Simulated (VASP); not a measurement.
# LiH (I4/mmm) in VASP: a series of runs, part 2 of 2

VASP 6.6.1. Earlier steps stand in the parts before.

### 3 Single point, PBE (strain -0.0100 x Voigt [0, 1, 0, 0, 0, 0])

File INCAR:

```
SYSTEM = LiH
PREC = Accurate
ENCUT = 750
EDIFF = 1E-6
ISMEAR = 0
SIGMA = 0.05
LREAL = .False.
LASPH = .True.
NELM = 120
ALGO = Normal
ISIF = 2
LWAVE = .False.
LCHARG = .False.
GGA = PE
NBANDS = 9
GGA_COMPAT = .False.
```

File KPOINTS:

```
regular mesh
0
Gamma
  10 10 10
  0 0 0
```

File POSCAR:

```
LiH
1.0
    0.0000000000      2.0121750000      2.0325000000
    2.0325000000      0.0000000000      2.0325000000
    2.0325000000      2.0121750000      0.0000000000
Li H
1 1
Direct
    0.0000000000      0.0000000000      0.0000000000
    0.5000000000      0.5000000000      0.5000000000
```

Potentials or basis: VASP PAW PBE potentials, release 64 (Li_sv, H).

Run with:

```console
> cat potpaw_PBE.64/Li_sv/POTCAR potpaw_PBE.64/H/POTCAR > POTCAR
> mpirun -np 1 vasp_std > vasp.out
```

It took 41 s on 1 thread of AMD EPYC 7R13, shared host; peak memory 0.13 GiB.

Results (log left out):

```yaml
Free_energy: -6.1246 eV
Pressure: -1.3 GPa
Band_gap_on_the_k_mesh: 2.91 eV, indirect (least direct gap 2.99 eV)
```

Stress tensor (GPa, compression positive):
```
-1.52  0.00  0.00
 0.00 -0.89  0.00
 0.00  0.00 -1.52
```

Levels at points of the mesh, in eV from the valence-band top:
```tsv
k point	band 1	band 2	band 3	band 4	band 5
(0.00, 0.00, 0.00)	-44.36	-5.37	15.62	17.46	17.55
(0.50, 0.00, 0.00)	-44.32	-2.59	4.78	13.33	16.07
(0.50, 0.50, 0.00)	-44.31	-0.08	2.91	10.62	10.71
(0.50, 0.00, 0.50)	-44.31	0.00	3.04	10.51	10.51
```

Caveat: the cell differs from its parent crystal (strain -0.0100 x Voigt [0, 1, 0, 0, 0, 0]). A k mesh can miss the band edges.

### 4 Single point, PBE (strain +0.0350 x Voigt [0, 1, 0, 0, 0, 0])

INCAR is that of step 3.

KPOINTS is that of step 3.

File POSCAR:

```
LiH
1.0
    0.0000000000      2.1036375000      2.0325000000
    2.0325000000      0.0000000000      2.0325000000
    2.0325000000      2.1036375000      0.0000000000
Li H
1 1
Direct
    0.0000000000      0.0000000000      0.0000000000
    0.5000000000      0.5000000000      0.5000000000
```

Run with:

```console
> cat potpaw_PBE.64/Li_sv/POTCAR potpaw_PBE.64/H/POTCAR > POTCAR
> mpirun -np 1 vasp_std > vasp.out
```

Run time: 41 s. Hardware: 1 thread of AMD EPYC 7R13, shared host; peak memory 0.13 GiB.

It converged, with:

| Quantity | Value |
| --- | --- |
| Free energy | -6.1138 eV |
| Pressure | -2.6 GPa |
| Band gap on the k mesh | 2.67 eV, indirect (least direct gap 2.92 eV) |

Stress tensor (GPa, compression positive):
```
-2.00  0.00  0.00
 0.00 -3.73  0.00
 0.00  0.00 -2.00
```

Levels at points of the mesh, in eV from the valence-band top:
```
           k point  band 1  band 2  band 3  band 4  band 5  band 6  band 7
(0.00, 0.00, 0.00)  -44.45   -5.24   15.01   16.96   16.96   17.23   21.51
(0.50, 0.00, 0.00)  -44.41   -2.50    4.65   12.86   15.52   16.06   17.87
(0.50, 0.50, 0.00)  -44.40    0.00    3.09   10.06   10.34   13.28   16.04
(0.50, 0.00, 0.50)  -44.40   -0.26    2.67   10.72   10.72   13.78   16.30
```

Caveat: the cell differs from its parent crystal (strain +0.0350 x Voigt [0, 1, 0, 0, 0, 0]).

### 5 Single point, PBE (strain +0.0400 x Voigt [0, 1, 0, 0, 0, 0])

File INCAR:

```
SYSTEM = LiH
ALGO     = Normal         ! electronic algorithm
EDIFF    = 1E-6           ! SCF threshold, eV
ENCUT    = 750            ! plane-wave cutoff, eV
GGA      = PE             ! functional
GGA_COMPAT= .FALSE.      
ISIF     = 2              ! what is computed and relaxed
ISMEAR   = 0              ! smearing method
LASPH    = .TRUE.         ! aspherical terms in the spheres
LCHARG   = .TRUE.         ! write CHGCAR
LELF     = .TRUE.         ! ELF
LREAL    = .FALSE.        ! projectors in reciprocal space
LVHAR    = .TRUE.       
LWAVE    = .FALSE.        ! write WAVECAR
NBANDS   = 9              ! bands
NELM     = 120            ! most SCF steps
PREC     = Accurate       ! precision mode
SIGMA    = 0.05           ! smearing width, eV
```

File KPOINTS:

```
k-points
0
G
  10 10 10
  0 0 0
```

File POSCAR:

```
LiH
1.0
    0.0000000000      2.1138000000      2.0325000000
    2.0325000000      0.0000000000      2.0325000000
    2.0325000000      2.1138000000      0.0000000000
Li H
1 1
Direct
    0.0000000000      0.0000000000      0.0000000000
    0.5000000000      0.5000000000      0.5000000000
```

Potentials or basis: VASP PAW PBE potentials, release 64 (Li_sv, H).

Run with:

```console
> cat potpaw_PBE.64/Li_sv/POTCAR potpaw_PBE.64/H/POTCAR > POTCAR
> mpirun -np 1 vasp_std > vasp.out
```

OUTCAR:

```text
SYSTEM = LiH
   EDIFF = 1E-6
   ENCUT = 750
   GGA = PE
   ISIF = 2
   ISMEAR = 0
   LASPH = .TRUE.
   LREAL = .FALSE.
   NELM = 120
   PREC = Accurate

 ion  position               nearest neighbor table
   1  0.000  0.000  0.000-
   2  0.500  0.500  0.500-

  LATTYP: Found a body centered tetragonal cell.
 ALAT       =     2.8743890655
 C/A-ratio  =     1.4707821049

  Lattice vectors:

 A1 = (   0.0000000000,  -2.1138000000,   2.0325000000)
[... 465 lines left out ...]
      3       6.3652      0.00000
      4       9.7211      0.00000
      5      10.9195      0.00000
      6      15.1158      0.00000
      7      16.2055      0.00000
      8      27.2229      0.00000
      9      28.5865      0.00000

 [... further k-points ...]
[... 5 lines left out ...]
  --------------------------------------------------------------------------------------
  -------------------------------------------------------------------------------------
  Total       -0.2227278     -0.4325437     -0.2227278     -0.0000000     -0.0000000      0.0000000
  in kB      -20.4328967    -39.6812668    -20.4328967     -0.0000000     -0.0000000      0.0000000
  external PRESSURE =     -26.8490200 kB  Pullay stress =       0.0000000 kB

 VOLUME and BASIS-vectors are now :
 -----------------------------------------------------------------------------
  energy-cutoff  :      750.00
  volume of cell :       17.46
      direct lattice vectors                 reciprocal lattice vectors
     0.000000000  2.113800000  2.032500000    -0.246002460  0.236540827  0.246002460
     2.032500000  0.000000000  2.032500000     0.246002460 -0.236540827  0.246002460
     2.032500000  2.113800000  0.000000000     0.246002460  0.236540827 -0.246002460

 POSITION                                       TOTAL-FORCE (eV/Angst)
 -----------------------------------------------------------------------------------
      0.00000      0.00000      0.00000         0.000000     -0.000000     -0.000000
      2.03250      2.11380      2.03250         0.000000      0.000000      0.000000
 -----------------------------------------------------------------------------------
    total drift:                                0.000000      0.000000      0.000000

  FREE ENERGIE OF THE ION-ELECTRON SYSTEM (eV)
  ---------------------------------------------------
  free  energy   TOTEN  =        -6.1118394098 eV

  energy  without entropy=       -6.1118394098  energy(sigma->0) =       -6.11183941
```

OSZICAR:

```text
N       E                     dE             d eps       ncg     rms          rms(c)
DAV:   1     0.192906923582E+00    0.19291E+00   -0.17667E+03  1836   0.506E+02
DAV:   2    -0.621727938812E+01   -0.64102E+01   -0.63816E+01  2490   0.674E+01
DAV:   3    -0.635060746402E+01   -0.13333E+00   -0.13324E+00  2199   0.807E+00
DAV:   4    -0.635203945359E+01   -0.14320E-02   -0.14319E-02  2581   0.708E-01
DAV:   5    -0.635204476988E+01   -0.53163E-05   -0.53162E-05  2315   0.365E-02    0.285E+00
DAV:   6    -0.616891146846E+01    0.18313E+00   -0.15757E-01  2022   0.121E+00    0.142E+00
DAV:   7    -0.610986251674E+01    0.59049E-01   -0.19425E-01  2182   0.155E+00    0.219E-01
DAV:   8    -0.611188792969E+01   -0.20254E-02   -0.49867E-03  2182   0.463E-01    0.413E-02
DAV:   9    -0.611184090613E+01    0.47024E-04   -0.15006E-04  2371   0.472E-02    0.919E-03
DAV:  10    -0.611183971313E+01    0.11930E-05   -0.70264E-06  2191   0.184E-02    0.270E-03
DAV:  11    -0.611183940976E+01    0.30338E-06   -0.24373E-07  1383   0.246E-03
   1 F= -.61118394E+01 E0= -.61118394E+01  d E =-.270137E-25
```

Run time: 44 s. Hardware: 1 thread of AMD EPYC 7R13, shared host; peak memory 0.13 GiB.

What came out:

- Free energy: -6.1118 eV
- Pressure: -2.7 GPa
- Band gap on the k mesh: 2.62 eV, indirect (least direct gap 2.92 eV)

Stress tensor (GPa, compression positive):
```
-2.04  0.00  0.00
 0.00 -3.97  0.00
 0.00  0.00 -2.04
```

Levels at points of the mesh, in eV from the valence-band top:
```
           k point  band 1  band 2  band 3  band 4  band 5  band 6  band 7
(0.00, 0.00, 0.00)  -44.46   -5.23   14.93   16.89   16.89   17.20   21.43
(0.50, 0.00, 0.00)  -44.43   -2.50    4.63   12.79   15.45   16.05   17.76
(0.50, 0.50, 0.00)  -44.42    0.00    3.11    9.98   10.31   13.22   15.95
(0.50, 0.00, 0.50)  -44.42   -0.30    2.62   10.73   10.73   13.79   16.25
```

Caveat: the cell differs from its parent crystal (strain +0.0400 x Voigt [0, 1, 0, 0, 0, 0]). A k mesh can miss the band edges.

### 6 The runs side by side

| cell | gap on the mesh (eV) | pressure (GPa) |
| --- | --- | --- |
| a = 2.903, b = 2.874 Å, angles 60.3, 59.3, 60.3°, 2 atoms | 2.81 | -2.2 |
| a = 2.860, b = 2.874 Å, angles 59.8, 60.3, 59.8°, 2 atoms | 2.91 | -1.3 |
| a = 2.925, b = 2.874 Å, angles 60.6, 58.9, 60.6°, 2 atoms | 2.67 | -2.6 |
| a = 2.932, b = 2.874 Å, angles 60.7, 58.7, 60.7°, 2 atoms | 2.62 | -2.7 |

Alike in all rows: task single point; level PBE; potentials or basis VASP PAW PBE potentials, release 64 (Li_sv, H); no spin polarisation; k mesh 10 × 10 × 10; cutoff (eV) 750; smearing gaussian 0.05 eV.

Absolute energies hang on the potentials; compare differences alone.
